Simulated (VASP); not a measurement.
PbF2, 3 atoms in the cell. Symmetry: Fm-3m, No. 225, cubic system. The conventional cell has a = 5.927 Å, b = 5.927 Å, c = 5.927 Å, α = 90.00°, β = 90.00°, γ = 90.00°. Within 3.4 Å of Pb (site symmetry m-3m) lie 8 F at 2.57 Å. Within 3.4 Å of F (site symmetry -43m) lie 4 Pb at 2.57 Å and 6 F at 2.96 Å. 

| Property | Result |
| --- | --- |
| Program | VASP 6.6.1 |
| Task | relaxation of cell and atoms |
| Functional | revPBE |
| Dispersion | D4 |
| Potentials or basis | VASP PAW PBE potentials, release 64 (Pb_d, F) |
| Cutoff | 600 eV |
| k mesh | 8 × 8 × 8 |
| Occupations | fermi-dirac, width 0.05 eV |
| Spin | no spin polarisation |
| Dipole correction | no |
| Further INCAR settings | ALGO = Normal; EDIFF = 1e-07; IBRION = 2; EDIFFG = -0.01; NSW = 60; ISIF = 3 |

Potentials or basis: VASP PAW PBE potentials, release 64 (Pb_d, F).

Run with:

```sh
$ cat potpaw_PBE.64/Pb_d/POTCAR potpaw_PBE.64/F/POTCAR > POTCAR
$ mpirun -np 1 vasp_std > vasp.out
```

Hardware: 1 thread of AMD EPYC 9R45 (Zen 5), with other jobs on the host.

Problem. How long does it take, and how much memory?

Solution. Run time: 100 s on 1 thread of AMD EPYC 9R45 (Zen 5), with other jobs on the host, peak memory 0.19 GiB. Counts: scf iterations 60, k points 29, ion steps 6.
